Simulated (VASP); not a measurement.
# MnS (Fm-3m) in VASP: a series of runs

MnS is run at these levels: PBE+U, PBEsol+U; tasks: single point.

Program: VASP 6.6.1. These are calculated values, not measurements. Logs are shortened: lines on timing, memory, paths and dates and some standing lists are left out, and cuts for length are marked.

## (1) The cell of the first run

The structure is cubic, space group Fm-3m (No. 225). Conventional cell: a = 5.209 Å, b = 5.209 Å, c = 5.209 Å, α = 90.00°, β = 90.00°, γ = 90.00°. Within 3.4 Å of Mn (site symmetry m-3m) lie 6 S at 2.60 Å. S (site symmetry m-3m) has 6 Mn at 2.60 Å within 3.4 Å.

## (2) Single point, PBE+U, collinear spin, ferromagnetic start

POSCAR

```
MnS
1.0
    0.0000000000      2.6045000000      2.6045000000
    2.6045000000      0.0000000000      2.6045000000
    2.6045000000      2.6045000000      0.0000000000
Mn S
1 1
Direct
    0.0000000000      0.0000000000      0.0000000000
    0.5000000000      0.5000000000      0.5000000000
```

INCAR.step1

```
PREC     = Accurate       # precision mode
ENCUT    = 520            # plane-wave cutoff, eV
EDIFF    = 1E-7           # SCF threshold, eV
ISMEAR   = -1             # smearing method
SIGMA    = 0.05           # smearing width, eV
LREAL    = F              # projectors in reciprocal space
LASPH    = T              # aspherical terms in the spheres
NELM     = 150            # most SCF steps
ALGO     = Normal         # electronic algorithm
ISIF     = 2              # what is computed and relaxed
LWAVE    = F              # write WAVECAR
LCHARG   = T              # write CHGCAR
ISPIN    = 2              # spin polarisation
MAGMOM   = 4 0            # initial moments
LMAXMIX  = 4              # l up to which the mixer works
LDAU     = T              # DFT+U
LDAUTYPE = 2            
LDAUL    = 2 -1           # shell
LDAUU    = 3 0            # U, eV
LDAUJ    = 0 0          
LDAUPRINT= 1            
GGA      = PE             # functional
NBANDS   = 20             # bands
```

KPOINTS.step1

```
regular mesh
0
Gamma
  7 7 7
```

INCAR.step2

```
PREC     = Accurate       # precision mode
ENCUT    = 520            # plane-wave cutoff, eV
EDIFF    = 1E-7           # SCF threshold, eV
ISMEAR   = -5             # smearing method
SIGMA    = 0.05           # smearing width, eV
LREAL    = F              # projectors in reciprocal space
LASPH    = T              # aspherical terms in the spheres
NELM     = 150            # most SCF steps
ALGO     = Normal         # electronic algorithm
ISIF     = 2              # what is computed and relaxed
LWAVE    = F              # write WAVECAR
LCHARG   = F              # write CHGCAR
ISPIN    = 2              # spin polarisation
MAGMOM   = 4 0            # initial moments
LORBIT   = 11             # projections on sites
LMAXMIX  = 4              # l up to which the mixer works
LDAU     = T              # DFT+U
LDAUTYPE = 2            
LDAUL    = 2 -1           # shell
LDAUU    = 3 0            # U, eV
LDAUJ    = 0 0          
LDAUPRINT= 1            
GGA      = PE             # functional
NBANDS   = 20             # bands
NEDOS    = 1001           # points of the DOS
ICHARG   = 11             # starting density
```

KPOINTS.step2

```
regular mesh
0
Gamma
  11 11 11
```

Potentials or basis: VASP PAW PBE potentials, release 64 (Mn_pv, S).

On the command line:

```console
> cat potpaw_PBE.64/Mn_pv/POTCAR potpaw_PBE.64/S/POTCAR > POTCAR
> cp INCAR.step1 INCAR
> cp KPOINTS.step1 KPOINTS
> mpirun -np 1 vasp_std > vasp.out
> cp INCAR.step2 INCAR
> cp KPOINTS.step2 KPOINTS
> mpirun -np 1 vasp_std > vasp.out
```

OUTCAR:

```text
PREC = Accurate
   ENCUT = 520
   EDIFF = 1E-7
   ISMEAR = -5
   LREAL = F
   LASPH = T
   NELM = 150
   ISIF = 2
   ISPIN = 2
   LORBIT = 11
   GGA = PE
   ICHARG = 11

 ion  position               nearest neighbor table
   1  0.000  0.000  0.000-   2 2.60   2 2.60   2 2.60   2 2.60   2 2.60   2 2.60
   2  0.500  0.500  0.500-   1 2.60   1 2.60   1 2.60   1 2.60   1 2.60   1 2.60

  LATTYP: Found a face centered cubic cell.
 ALAT       =     5.2090000000

  Lattice vectors:

 A1 = (   0.0000000000,   2.6045000000,   2.6045000000)
 A2 = (   2.6045000000,   0.0000000000,   2.6045000000)
 A3 = (   2.6045000000,   2.6045000000,   0.0000000000)

Analysis of symmetry for initial positions (statically):
=====================================================================
 Subroutine PRICEL returns:
 Original cell was already a primitive cell.

 Routine SETGRP: Setting up the symmetry group for a
 face centered cubic supercell.

 Subroutine GETGRP returns: Found 48 space group operations
 (whereof 48 operations were pure point group operations)
 out of a pool of 48 trial point group operations.

The static configuration has the point symmetry O_h .

Analysis of symmetry for dynamics (positions and initial velocities):
=====================================================================
 Subroutine PRICEL returns:
 Original cell was already a primitive cell.

 Routine SETGRP: Setting up the symmetry group for a
 face centered cubic supercell.

 Subroutine GETGRP returns: Found 48 space group operations
 (whereof 48 operations were pure point group operations)
 out of a pool of 48 trial point group operations.

The dynamic configuration has the point symmetry O_h .

Analysis of structural, dynamic, and magnetic symmetry:
=====================================================================
 Subroutine PRICEL returns:
 Original cell was already a primitive cell.

 Routine SETGRP: Setting up the symmetry group for a
 face centered cubic supercell.

 Subroutine GETGRP returns: Found 48 space group operations
 (whereof 48 operations were pure point group operations)
 out of a pool of 48 trial point group operations.

The overall configuration has the point symmetry O_h .

 Subroutine INISYM returns: Found 48 space group operations
 (whereof 48 operations are pure point group operations),
 and found     1 'primitive' translations

----------------------------------------------------------------------------------------

                                     Primitive cell

  volume of cell :      35.3348

  direct lattice vectors                    reciprocal lattice vectors
     0.000000000  2.604500000  2.604500000    -0.191975427  0.191975427  0.191975427
     2.604500000  0.000000000  2.604500000     0.191975427 -0.191975427  0.191975427
     2.604500000  2.604500000  0.000000000     0.191975427  0.191975427 -0.191975427

  length of vectors
     3.683319223  3.683319223  3.683319223     0.332511194  0.332511194  0.332511194

  position of ions in fractional coordinates (direct lattice)
     0.000000000  0.000000000  0.000000000
     0.500000000  0.500000000  0.500000000

  ion indices of the primitive-cell ions
   primitive index   ion index
                 1           1
                 2           2

----------------------------------------------------------------------------------------
[... 63 lines left out ...]
   PREC   = accura    normal or accurate (medium, high low for compatibility)
   ISTART =      0    job   : 0-new  1-cont  2-samecut
   ICHARG =     11    charge: 1-file 2-atom 10-const
   ISPIN  =      2    spin polarized calculation?
   LNONCOLLINEAR =      F non collinear calculations
   LSORBIT =      F    spin-orbit coupling
   LASPH  =      T    aspherical Exc in radial PAW
   ENCUT  =  520.0 eV  38.22 Ry    6.18 a.u.   6.85  6.85  6.85*2*pi/ulx,y,z
   NELM   =    150;   NELMIN=  2; NELMDL=  0     # of ELM steps
   EDIFF  = 0.1E-06   stopping-criterion for ELM
   LREAL  =      F    real-space projection
   EDIFFG = 0.1E-05   stopping-criterion for IOM
   NSW    =      0    number of steps for IOM
   IBRION =     -1    ionic relax: 0-MD 1-quasi-New 2-CG
   NFREE  =      0    steps in history (QN), initial steepest desc. (CG)
   ISIF   =      2    stress and relaxation
   ISYM   =      2    0-nonsym 1-usesym 2-fastsym
   POTIM  = 0.5000    time-step for ionic-motion
   TEBEG  =    0.0;   TEEND  =   0.0 temperature during run
   PSTRESS=    0.0 pullay stress
   NELECT =      19.0000    total number of electrons
   NUPDOWN=      -1.0000    fix difference up-down
   EMIN   =  10.00;   EMAX   =-10.00  energy-range for DOS
   EFERMI =   0.00;   METHOD = LEGACY
   ISMEAR =    -5;   SIGMA  =   0.05  broadening in eV -4-tet -1-fermi 0-gaus
   EFERMI_NEDOS =   21; number of points for ismear=-14 and -15
   IALGO  =     38    algorithm
   IMIX   =      4    mixing-type and parameters
     AMIX     =   0.40;   BMIX     =  1.00
     AMIX_MAG =   1.60;   BMIX_MAG =  1.00
  volume/ion in A,a.u.               =      17.67       119.23
  Fermi-wavevector in a.u.,A,eV,Ry     =   1.331246  2.515690 24.112464  1.772216
  Thomas-Fermi vector in A             =   2.460272
   LORBIT       =     11    0 simple, 1 ext, 2 COOP (PROOUT), +10 PAW based schemes
 LDA+U is selected, type is set to LDAUTYPE =  2
   angular momentum for each species LDAUL =     2   -1
   U (eV)           for each species LDAUU =   3.0  0.0
   J (eV)           for each species LDAUJ =   0.0  0.0
   GGA     = PE    functional components
   LHFCALC =     F    Hartree Fock is set to
   AEXX    =    0.0000 exact exchange contribution
   IVDW    =     0    specifies the selected vdW correction
   LEPSILON=     F    determine dielectric tensor
   LRPA    =     F    only Hartree local field effects (RPA)
 spin polarized calculation
 Fermi weights with tetrahedron method with Bloechl corrections
  energy-cutoff  :      520.00
  volume of cell :       35.33
 maximum number of plane-waves:       967

atom =   1  type =  1  l = 2

 onsite density matrix

spin component  1

  0.9301  0.0000  0.0000 -0.0000 -0.0000
  0.0000  0.9301  0.0000 -0.0000  0.0000
  0.0000  0.0000  0.9519 -0.0000  0.0000
 -0.0000 -0.0000 -0.0000  0.9301  0.0000
 -0.0000  0.0000  0.0000  0.0000  0.9519

spin component  2

  0.0169 -0.0000  0.0000 -0.0000  0.0000
 -0.0000  0.0169 -0.0000 -0.0000 -0.0000
  0.0000 -0.0000  0.0841  0.0000 -0.0000
 -0.0000 -0.0000  0.0000  0.0169 -0.0000
  0.0000 -0.0000 -0.0000 -0.0000  0.0841

 occupancies and eigenvectors

  o =  0.0169  v =  0.0000  0.0000  0.0000  0.0000  0.0000  1.0000  0.0000 -0.0000  0.0000 -0.0000      0.0000  0.0000  0.0000  0.0000  0.0000  0.0000  0.0000  0.0000  0.0000  0.0000
  o =  0.0169  v =  0.0000  0.0000  0.0000  0.0000  0.0000 -0.0000 -0.0070 -0.0000  1.0000  0.0000      0.0000  0.0000  0.0000  0.0000  0.0000  0.0000  0.0000  0.0000  0.0000  0.0000
  o =  0.0169  v =  0.0000  0.0000  0.0000  0.0000  0.0000 -0.0000  1.0000  0.0000  0.0070  0.0000      0.0000  0.0000  0.0000  0.0000  0.0000  0.0000  0.0000  0.0000  0.0000  0.0000
  o =  0.0841  v =  0.0000  0.0000  0.0000  0.0000  0.0000  0.0000 -0.0000  1.0000  0.0000  0.0000      0.0000  0.0000  0.0000  0.0000  0.0000  0.0000  0.0000  0.0000  0.0000  0.0000
  o =  0.0841  v =  0.0000  0.0000  0.0000  0.0000  0.0000 -0.0000  0.0000  0.0000  0.0000 -1.0000      0.0000  0.0000  0.0000  0.0000  0.0000  0.0000  0.0000  0.0000  0.0000  0.0000
  o =  0.9301  v =  1.0000  0.0000  0.0000  0.0000  0.0000  0.0000  0.0000  0.0000  0.0000  0.0000      0.0000  0.0000  0.0000  0.0000  0.0000  0.0000  0.0000  0.0000  0.0000  0.0000
  o =  0.9301  v =  0.0000  0.3171 -0.0000  0.9484 -0.0000  0.0000  0.0000  0.0000  0.0000  0.0000      0.0000  0.0000  0.0000  0.0000  0.0000  0.0000  0.0000  0.0000  0.0000  0.0000
  o =  0.9301  v =  0.0000 -0.9484 -0.0000  0.3171 -0.0000  0.0000  0.0000  0.0000  0.0000  0.0000      0.0000  0.0000  0.0000  0.0000  0.0000  0.0000  0.0000  0.0000  0.0000  0.0000
  o =  0.9519  v =  0.0000  0.0000 -1.0000 -0.0000  0.0000  0.0000  0.0000  0.0000  0.0000  0.0000      0.0000  0.0000  0.0000  0.0000  0.0000  0.0000  0.0000  0.0000  0.0000  0.0000
  o =  0.9519  v =  0.0000  0.0000 -0.0000 -0.0000 -1.0000  0.0000  0.0000  0.0000  0.0000  0.0000      0.0000  0.0000  0.0000  0.0000  0.0000  0.0000  0.0000  0.0000  0.0000  0.0000

 number of electron      18.9999989 magnetization       4.9964165

 Free energy of the ion-electron system (eV)
  ---------------------------------------------------
  ext. energy  EPLUGINS =         0.00000000
  ---------------------------------------------------
  free energy    TOTEN  =       -13.18176249 eV

  energy without entropy =      -13.18176249  energy(sigma->0) =      -13.18176249

 E-fermi :   6.5773     XC(G=0): -10.6042

 val. band max:        6.5190526098   @ k =   0.4545   0.0000   0.0000
 cond. band min:       6.7634287068   @ k =   0.4545   0.4545   0.0000
 fundamental gap:      0.2443760970
 Fermi energy:         6.5772900370

 spin component 1

 k-point     1 :       0.0000    0.0000    0.0000
  band No.  band energies     occupation
      1     -44.2489      1.00000
      2     -44.2489      1.00000
      3     -44.2489      1.00000
      4      -7.7709      1.00000
      5       1.9476      1.00000
      6       1.9476      1.00000
[... 1097 lines left out ...]
     19      21.3593      0.00000
     20      23.1642      0.00000

 [... further k-points ...]
[... 5 lines left out ...]
  --------------------------------------------------------------------------------------
  -------------------------------------------------------------------------------------
  Total        0.7709879      0.7709879      0.7709879     -0.0000000     -0.0000000      0.0000000
  in kB       34.9586832     34.9586832     34.9586832     -0.0000000     -0.0000000      0.0000000
  external PRESSURE =      34.9586832 kB  Pullay stress =       0.0000000 kB

 VOLUME and BASIS-vectors are now :
 -----------------------------------------------------------------------------
  energy-cutoff  :      520.00
  volume of cell :       35.33
      direct lattice vectors                 reciprocal lattice vectors
     0.000000000  2.604500000  2.604500000    -0.191975427  0.191975427  0.191975427
     2.604500000  0.000000000  2.604500000     0.191975427 -0.191975427  0.191975427
     2.604500000  2.604500000  0.000000000     0.191975427  0.191975427 -0.191975427

 POSITION                                       TOTAL-FORCE (eV/Angst)
 -----------------------------------------------------------------------------------
      0.00000      0.00000      0.00000        -0.000000      0.000000     -0.000000
      2.60450      2.60450      2.60450         0.000000     -0.000000      0.000000
 -----------------------------------------------------------------------------------
    total drift:                               -0.000000      0.000000      0.000000

  FREE ENERGIE OF THE ION-ELECTRON SYSTEM (eV)
  ---------------------------------------------------
  free  energy   TOTEN  =       -13.1817624853 eV

  energy  without entropy=      -13.1817624853  energy(sigma->0) =      -13.18176249

 total charge

# of ion       s       p       d       tot
------------------------------------------
    1        0.218   6.170   4.895  11.283
    2        1.321   2.457   0.000   3.779
--------------------------------------------------
tot          1.540   8.627   4.895  15.062

 magnetization (x)

# of ion       s       p       d       tot
------------------------------------------
    1        0.049   0.039   4.467   4.555
    2        0.023   0.080   0.000   0.103
--------------------------------------------------
tot          0.072   0.119   4.467   4.658
```

It took 33 s on 1 thread of Intel Xeon 6975P-C (Granite Rapids), shared host; peak memory 0.2 GiB.

Results:

```yaml
Net_moment: 5.00 μB per cell
Site_moments: Mn +4.55; S +0.10 μB
Valence_electrons_inside_the_program's_atomic_spheres: Mn 11.28; S 3.78
```

Eigenvalues of the final occupation matrices:
| site | spin | trace | eigenvalues |
| --- | --- | --- | --- |
| site 1 d | 1 | 4.69 | 0.93 0.93 0.93 0.95 0.95 |
| site 1 d | 2 | 0.22 | 0.02 0.02 0.02 0.08 0.08 |

Caveat: a cell with one magnetic atom can't hold antiferromagnetic order, which such compounds often take. The state reached can hang on the start; a lower one may exist.

## (3) Single point, PBE+U, collinear spin, ferromagnetic start

POSCAR is that of step 2.

INCAR.step1

```
SYSTEM = MnS
PREC = Accurate
ENCUT = 520
EDIFF = 1E-6
ISMEAR = -1
SIGMA = 0.05
LREAL = .False.
LASPH = .True.
NELM = 150
ALGO = Normal
ISIF = 2
LWAVE = .False.
LCHARG = .True.
ISPIN = 2
MAGMOM = 4 0
LMAXMIX = 4
LDAU = .True.
LDAUTYPE = 2
LDAUL = 2 -1
LDAUU = 4 0
LDAUJ = 0 0
LDAUPRINT = 1
GGA = PE
NBANDS = 20
```

KPOINTS.step1

```
Automatic mesh
0
Gamma
  7 7 7
  0 0 0
```

INCAR.step2

```
SYSTEM = MnS
PREC = Accurate
ENCUT = 520
EDIFF = 1E-6
ISMEAR = -5
SIGMA = 0.05
LREAL = .False.
LASPH = .True.
NELM = 150
ALGO = Normal
ISIF = 2
LWAVE = .False.
LCHARG = .False.
ISPIN = 2
MAGMOM = 4 0
LORBIT = 11
LMAXMIX = 4
LDAU = .True.
LDAUTYPE = 2
LDAUL = 2 -1
LDAUU = 4 0
LDAUJ = 0 0
LDAUPRINT = 1
GGA = PE
NEDOS = 2001
ICHARG = 11
```

KPOINTS.step2

```
Automatic mesh
0
Gamma
  11 11 11
  0 0 0
```

Potentials or basis: VASP PAW PBE potentials, release 64 (Mn_pv, S).

On the command line:

```console
> cat potpaw_PBE.64/Mn_pv/POTCAR potpaw_PBE.64/S/POTCAR > POTCAR
> cp INCAR.step1 INCAR
> cp KPOINTS.step1 KPOINTS
> mpirun -np 1 vasp_std > vasp.out
> cp INCAR.step2 INCAR
> cp KPOINTS.step2 KPOINTS
> mpirun -np 1 vasp_std > vasp.out
```

Wall time 32 s (1 thread of Intel Xeon 6975P-C (Granite Rapids), shared host); peak memory 0.19 GiB.

It converged, with:

```
Net moment                                            : 5.00 μB per cell
Site moments                                          : Mn +4.59; S +0.09 μB
Valence electrons inside the program's atomic spheres : Mn 11.28; S 3.79
```

Levels at points of the mesh, in eV from the valence-band top:
Spin up:
| k point | band 10 | band 11 | band 12 | band 13 | band 14 | band 15 |
| --- | --- | --- | --- | --- | --- | --- |
| (0.00, 0.00, 0.00) | -1.40 | -1.40 | -1.40 | 2.04 | 8.57 | 8.57 |
Spin down:
| k point | band 5 | band 6 | band 7 | band 8 | band 9 | band 10 |
| --- | --- | --- | --- | --- | --- | --- |
| (0.00, 0.00, 0.00) | -1.22 | -1.22 | -1.22 | 2.10 | 2.10 | 2.10 |

Eigenvalues of the final occupation matrices:
```
    site  spin  trace               eigenvalues
site 1 d     1   4.71  0.93 0.93 0.93 0.96 0.96
site 1 d     2   0.20  0.01 0.01 0.01 0.08 0.08
```

Caveat: a cell with one magnetic atom can't hold antiferromagnetic order, which such compounds often take. The state reached can hang on the start; a lower one may exist.

## (4) Single point, PBE+U, collinear spin, ferromagnetic start

POSCAR is that of step 3.

INCAR.step1

```
SYSTEM = MnS
ALGO = Normal
EDIFF = 1E-6
ENCUT = 520
GGA = PE
ISIF = 2
ISMEAR = -1
ISPIN = 2
LASPH = .True.
LCHARG = .True.
LDAU = .True.
LDAUJ = 0 0
LDAUL = 2 -1
LDAUPRINT = 1
LDAUTYPE = 2
LDAUU = 5 0
LMAXMIX = 4
LREAL = .False.
LWAVE = .False.
MAGMOM = 4 0
NBANDS = 20
NELM = 150
PREC = Accurate
SIGMA = 0.05
```

KPOINTS.step1

```
k-points
0
Gamma
  7 7 7
  0 0 0
```

INCAR.step2

```
SYSTEM = MnS
ALGO = Normal
EDIFF = 1E-6
ENCUT = 520
GGA = PE
ICHARG = 11
ISIF = 2
ISMEAR = -5
ISPIN = 2
LASPH = .True.
LCHARG = .False.
LDAU = .True.
LDAUJ = 0 0
LDAUL = 2 -1
LDAUPRINT = 1
LDAUTYPE = 2
LDAUU = 5 0
LMAXMIX = 4
LORBIT = 11
LREAL = .False.
LWAVE = .False.
MAGMOM = 4 0
NEDOS = 1001
NELM = 150
PREC = Accurate
SIGMA = 0.05
```

KPOINTS.step2

```
k-points
0
Gamma
  11 11 11
  0 0 0
```

On the command line:

```console
> cat potpaw_PBE.64/Mn_pv/POTCAR potpaw_PBE.64/S/POTCAR > POTCAR
> cp INCAR.step1 INCAR
> cp KPOINTS.step1 KPOINTS
> mpirun -np 1 vasp_std > vasp.out
> cp INCAR.step2 INCAR
> cp KPOINTS.step2 KPOINTS
> mpirun -np 1 vasp_std > vasp.out
```

Wall time 35 s (1 thread of Intel Xeon 6975P-C (Granite Rapids), shared host); peak memory 0.19 GiB.

It converged, with:

* Net moment: 5.00 μB per cell
* Site moments: Mn +4.63; S +0.07 μB
* Valence electrons inside the program's atomic spheres: Mn 11.28; S 3.79

Levels at points of the mesh, in eV from the valence-band top:
Spin up:
| k point | band 8 | band 9 | band 10 | band 11 | band 12 | band 13 | band 14 | band 15 |
| --- | --- | --- | --- | --- | --- | --- | --- | --- |
| (0.00, 0.00, 0.00) | -5.18 | -5.18 | -1.26 | -1.26 | -1.26 | 2.16 | 8.61 | 8.61 |
Spin down:
```csv
k point,band 5,band 6,band 7,band 8,band 9,band 10
"(0.00, 0.00, 0.00)",-1.10,-1.10,-1.10,2.56,2.56,2.56
```

Eigenvalues of the final occupation matrices:
```csv
site,spin,trace,eigenvalues
site 1 d,1,4.73,0.94 0.94 0.94 0.96 0.96
site 1 d,2,0.18,0.01 0.01 0.01 0.07 0.07
```

Caveat: a cell with one magnetic atom can't hold antiferromagnetic order, which such compounds often take.

(Continued in part 2 of 2.)
